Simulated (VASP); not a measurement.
# Sb (P6_3/mmc) in VASP: single point with PBEsol

Aim: the single point of Sb with PBEsol.

All numbers are computed with VASP 6.6.1; they aren't measurements. Logs are shortened: lines on timing, memory, paths and dates and some standing lists are left out, and cuts for length are marked.

## (1) The cell of the first run

Symmetry: P6_3/mmc, No. 194, hexagonal system. The conventional cell has a = 3.330 Å, b = 3.330 Å, c = 5.230 Å, α = 90.00°, β = 90.00°, γ = 120.00°. Within 4.3 Å of Sb (site symmetry -6m2) lie 12 Sb at 3.25 to 3.33 Å.

## (2) Single point, PBEsol

INCAR

```
SYSTEM = Sb
PREC     = Accurate       ! precision mode
ENCUT    = 520            ! plane-wave cutoff, eV
EDIFF    = 1E-7           ! SCF threshold, eV
ISMEAR   = -1             ! smearing method
SIGMA    = 0.1            ! smearing width, eV
LREAL    = .FALSE.        ! projectors in reciprocal space
LASPH    = .TRUE.         ! aspherical terms in the spheres
NELM     = 100            ! most SCF steps
ALGO     = Normal         ! electronic algorithm
ISIF     = 2              ! what is computed and relaxed
LWAVE    = .FALSE.        ! write WAVECAR
LCHARG   = .FALSE.        ! write CHGCAR
GGA      = PS             ! functional
NBANDS   = 12             ! bands
```

KPOINTS

```
regular mesh
0
G
  8 8 5
  0 0 0
```

POSCAR

```
Sb
1.0
    3.3300000000      0.0000000000      0.0000000000
   -1.6650000000      2.8838650000      0.0000000000
    0.0000000000      0.0000000000      5.2300000000
Sb
2
Direct
    0.3333333333      0.6666666667      0.2500000000
    0.6666666667      0.3333333333      0.7500000000
```

Potentials or basis: VASP PAW PBE potentials, release 64 (Sb).

On the command line:

```console
cat potpaw_PBE.64/Sb/POTCAR > POTCAR
mpirun -np 1 vasp_std > vasp.out
```

OUTCAR:

```text
SYSTEM = Sb
   PREC = Accurate
   ENCUT = 520
   EDIFF = 1E-7
   ISMEAR = -1
   LREAL = .FALSE.
   LASPH = .TRUE.
   NELM = 100
   ISIF = 2
   GGA = PS

 ion  position               nearest neighbor table
   1  0.333  0.667  0.250-   2 3.25   2 3.25   2 3.25   2 3.25   2 3.25   2 3.25
   2  0.667  0.333  0.750-   1 3.25   1 3.25   1 3.25   1 3.25   1 3.25   1 3.25

  LATTYP: Found a hexagonal cell.
 ALAT       =     3.3300000000
 C/A-ratio  =     1.5705705706

  Lattice vectors:

 A1 = (   3.3300000000,   0.0000000000,   0.0000000000)
 A2 = (  -1.6650000000,   2.8838650000,   0.0000000000)
 A3 = (   0.0000000000,   0.0000000000,   5.2300000000)

Analysis of symmetry for initial positions (statically):
=====================================================================
 Subroutine PRICEL returns:
 Original cell was already a primitive cell.

 Routine SETGRP: Setting up the symmetry group for a
 hexagonal supercell.

 Subroutine GETGRP returns: Found 24 space group operations
 (whereof 12 operations were pure point group operations)
 out of a pool of 24 trial point group operations.

The static configuration has the point symmetry D_3d.
 The point group associated with its full space group is D_6h.

Analysis of symmetry for dynamics (positions and initial velocities):
=====================================================================
 Subroutine PRICEL returns:
 Original cell was already a primitive cell.

 Routine SETGRP: Setting up the symmetry group for a
 hexagonal supercell.

 Subroutine GETGRP returns: Found 24 space group operations
 (whereof 12 operations were pure point group operations)
 out of a pool of 24 trial point group operations.

The dynamic configuration has the point symmetry D_3d.
 The point group associated with its full space group is D_6h.

 Subroutine INISYM returns: Found 24 space group operations
 (whereof 12 operations are pure point group operations),
 and found     1 'primitive' translations

----------------------------------------------------------------------------------------

                                     Primitive cell

  volume of cell :      50.2251

  direct lattice vectors                    reciprocal lattice vectors
     3.330000000  0.000000000  0.000000000     0.300300300  0.173378435  0.000000000
    -1.665000000  2.883865000  0.000000000     0.000000000  0.346756870  0.000000000
     0.000000000  0.000000000  5.230000000     0.000000000  0.000000000  0.191204589

  length of vectors
     3.330000000  3.330000351  5.230000000     0.346756906  0.346756870  0.191204589

  position of ions in fractional coordinates (direct lattice)
     0.333333333  0.666666667  0.250000000
     0.666666667  0.333333333  0.750000000

  ion indices of the primitive-cell ions
   primitive index   ion index
                 1           1
                 2           2

----------------------------------------------------------------------------------------

 KPOINTS: regular mesh

Automatic generation of k-mesh.
 Grid dimensions read from file:
 generate k-points for:    8    8    5

 Generating k-lattice:

  Cartesian coordinates                     Fractional coordinates (reciprocal lattice)
     0.037537538  0.021672304  0.000000000     0.125000000 -0.000000000  0.000000000
     0.000000000  0.043344609  0.000000000     0.000000000  0.125000000  0.000000000
     0.000000000  0.000000000  0.038240918     0.000000000  0.000000000  0.200000000

  Length of vectors
     0.043344613  0.043344609  0.038240918

  Shift w.r.t. Gamma in fractional coordinates (k-lattice)
     0.000000000  0.000000000  0.000000000

 Subroutine IBZKPT returns following result:
 ===========================================

 Found     30 irreducible k-points:

 Following reciprocal coordinates:
            Coordinates               Weight
  0.000000  0.000000  0.000000      1.000000
  0.125000  0.000000  0.000000      6.000000
  0.250000  0.000000  0.000000      6.000000
  0.375000  0.000000  0.000000      6.000000
  0.500000  0.000000  0.000000      3.000000
  0.125000  0.125000  0.000000      6.000000
[... 16 lines left out ...]
  0.250000  0.000000  0.400000     12.000000
  0.375000  0.000000  0.400000     12.000000
 [... further k-points ...]
   k-points           NKPTS =     30   k-points in BZ     NKDIM =     30   number of bands    NBANDS=     12
   number of dos      NEDOS =    301   number of ions     NIONS =      2
   total plane-waves  NPLWV =  31360
   dimension x,y,z NGX =    28 NGY =   28 NGZ =   40
   dimension x,y,z NGXF=    56 NGYF=   56 NGZF=   80
   ions per type =               2
   NGX,Y,Z   is equivalent  to a cutoff of  13.98, 13.98, 12.71 a.u.
   NGXF,Y,Z  is equivalent  to a cutoff of  27.96, 27.96, 25.43 a.u.
 SYSTEM =  Sb
   PREC   = accura    normal or accurate (medium, high low for compatibility)
   ISTART =      0    job   : 0-new  1-cont  2-samecut
   ICHARG =      2    charge: 1-file 2-atom 10-const
   ISPIN  =      1    spin polarized calculation?
   LNONCOLLINEAR =      F non collinear calculations
   LSORBIT =      F    spin-orbit coupling
   LASPH  =      T    aspherical Exc in radial PAW
   ENCUT  =  520.0 eV  38.22 Ry    6.18 a.u.   6.19  6.19  9.72*2*pi/ulx,y,z
   NELM   =    100;   NELMIN=  2; NELMDL= -5     # of ELM steps
   EDIFF  = 0.1E-06   stopping-criterion for ELM
   LREAL  =      F    real-space projection
   EDIFFG = 0.1E-05   stopping-criterion for IOM
   NSW    =      0    number of steps for IOM
   IBRION =     -1    ionic relax: 0-MD 1-quasi-New 2-CG
   NFREE  =      0    steps in history (QN), initial steepest desc. (CG)
   ISIF   =      2    stress and relaxation
   ISYM   =      2    0-nonsym 1-usesym 2-fastsym
   POTIM  = 0.5000    time-step for ionic-motion
   TEBEG  =    0.0;   TEEND  =   0.0 temperature during run
   PSTRESS=    0.0 pullay stress
   NELECT =      10.0000    total number of electrons
   NUPDOWN=      -1.0000    fix difference up-down
   EMIN   =  10.00;   EMAX   =-10.00  energy-range for DOS
   EFERMI =   0.00;   METHOD = LEGACY
   ISMEAR =    -1;   SIGMA  =   0.10  broadening in eV -4-tet -1-fermi 0-gaus
   EFERMI_NEDOS =   21; number of points for ismear=-14 and -15
   IALGO  =     38    algorithm
   IMIX   =      4    mixing-type and parameters
     AMIX     =   0.40;   BMIX     =  1.00
     AMIX_MAG =   1.60;   BMIX_MAG =  1.00
  volume/ion in A,a.u.               =      25.11       169.47
  Fermi-wavevector in a.u.,A,eV,Ry     =   0.955949  1.806481 12.433517  0.913838
  Thomas-Fermi vector in A             =   2.084833
   LORBIT       =      0    0 simple, 1 ext, 2 COOP (PROOUT), +10 PAW based schemes
   GGA     = PS    functional components
   LHFCALC =     F    Hartree Fock is set to
   AEXX    =    0.0000 exact exchange contribution
   IVDW    =     0    specifies the selected vdW correction
   LEPSILON=     F    determine dielectric tensor
   LRPA    =     F    only Hartree local field effects (RPA)
 non-spin polarized calculation
  energy-cutoff  :      520.00
  volume of cell :       50.23
 maximum number of plane-waves:      1387
 NGX is ok and might be reduce to    28
   NGX = 13   NGY = 13   NGZ = 19

 number of electron      10.0000000 magnetization

 Free energy of the ion-electron system (eV)
  ---------------------------------------------------
  ext. energy  EPLUGINS =         0.00000000
  ---------------------------------------------------
  free energy    TOTEN  =        -8.66831160 eV

  energy without entropy =       -8.61888261  energy(sigma->0) =       -8.64359711

 E-fermi :   9.3573     XC(G=0): -10.6368

 val. band max:        9.3562605459   @ k =   0.3750   0.2500   0.0000
 cond. band min:       9.3739042831   @ k =   0.5000   0.0000   0.0000
 fundamental gap:      0.0176437372
 Fermi energy:         9.3573244075

 k-point     1 :       0.0000    0.0000    0.0000
  band No.  band energies     occupation
      1      -4.1999      2.00000
      2       0.3717      2.00000
      3       3.1036      2.00000
      4      12.7482      0.00000
      5      12.7482      0.00000
      6      14.6666      0.00000
      7      14.6666      0.00000
      8      15.8570      0.00000
      9      16.8336      0.00000
     10      18.1416      0.00000
     11      19.4055      0.00000
     12      19.4055      0.00000

 k-point     2 :       0.1250    0.0000    0.0000
  band No.  band energies     occupation
      1      -3.9155      2.00000
      2       0.6156      2.00000
      3       3.4011      2.00000
      4      10.4077      0.00005
      5      11.8234      0.00000
      6      13.3706      0.00000
      7      14.8859      0.00000
      8      15.2055      0.00000
      9      16.6674      0.00000
     10      18.6050      0.00000
     11      19.2505      0.00000
     12      19.5431      0.00000

 k-point     3 :       0.2500    0.0000    0.0000
  band No.  band energies     occupation
      1      -3.0701      2.00000
      2       1.2860      2.00000
      3       4.2755      2.00000
      4       7.1211      2.00000
      5      10.5474      0.00001
      6      10.7995      0.00000
      7      13.1245      0.00000
      8      14.3139      0.00000
      9      14.7969      0.00000
     10      17.9609      0.00000
     11      19.0078      0.00000
     12      19.2362      0.00000
[... 286 lines left out ...]
 k-point    23 :       0.2500    0.0000    0.4000
  band No.  band energies     occupation
      1      -2.1824      2.00000
      2      -1.0994      2.00000
      3       7.2092      2.00000
      4       8.5223      1.99953
      5       9.1168      1.83440
      6      11.4469      0.00000
      7      11.7134      0.00000
      8      12.4808      0.00000
      9      15.1145      0.00000
     10      16.0037      0.00000
     11      18.7725      0.00000
     12      21.1985      0.00000

 k-point    24 :       0.3750    0.0000    0.4000
  band No.  band energies     occupation
      1      -0.8616      2.00000
      2       0.1387      2.00000
      3       4.6748      2.00000
      4       5.6884      2.00000
      5       9.8642      0.01251
      6      10.6102      0.00001
      7      11.6848      0.00000
      8      12.0021      0.00000
      9      14.5443      0.00000
     10      15.5751      0.00000
     11      16.6553      0.00000
     12      19.0535      0.00000

 [... further k-points ...]

------------------------ aborting loop because EDIFF is reached ----------------------------------------

  FORCE on cell =-STRESS in cart. coord.  units (eV):
  Direction    XX          YY          ZZ          XY          YZ          ZX
  --------------------------------------------------------------------------------------
  -------------------------------------------------------------------------------------
  Total        0.7164498      0.7164500      1.0817363      0.0000000      0.0000000      0.0000000
  in kB       22.8546972     22.8547037     34.5073126      0.0000000      0.0000000      0.0000000
  external PRESSURE =      26.7389045 kB  Pullay stress =       0.0000000 kB

 VOLUME and BASIS-vectors are now :
 -----------------------------------------------------------------------------
  energy-cutoff  :      520.00
  volume of cell :       50.23
      direct lattice vectors                 reciprocal lattice vectors
     3.330000000  0.000000000  0.000000000     0.300300300  0.173378435  0.000000000
    -1.665000000  2.883865000  0.000000000     0.000000000  0.346756870  0.000000000
     0.000000000  0.000000000  5.230000000     0.000000000  0.000000000  0.191204589

 POSITION                                       TOTAL-FORCE (eV/Angst)
 -----------------------------------------------------------------------------------
     -0.00000      1.92258      1.30750         0.000000      0.000000      0.000000
      1.66500      0.96129      3.92250        -0.000000     -0.000000      0.000000
 -----------------------------------------------------------------------------------
    total drift:                               -0.000000      0.000000      0.000000

  FREE ENERGIE OF THE ION-ELECTRON SYSTEM (eV)
  ---------------------------------------------------
  free  energy   TOTEN  =        -8.6683116040 eV

  energy  without entropy=       -8.6188826107  energy(sigma->0) =       -8.64359711
```

Wall time 26 s (1 thread of Intel Xeon 8259CL, shared host); peak memory 0.18 GiB.

Results:

- Free energy: -8.6683 eV
- Pressure: 2.7 GPa
- Band gap on the k mesh: zero (band 5 reaches 13.41 eV, above the bottom of band 6 at 7.06 eV)

Caveat: the PAW data sets were made with another functional, which shifts forces and pressure a little; spin-orbit coupling is left out, which moves the levels of the heavy elements.
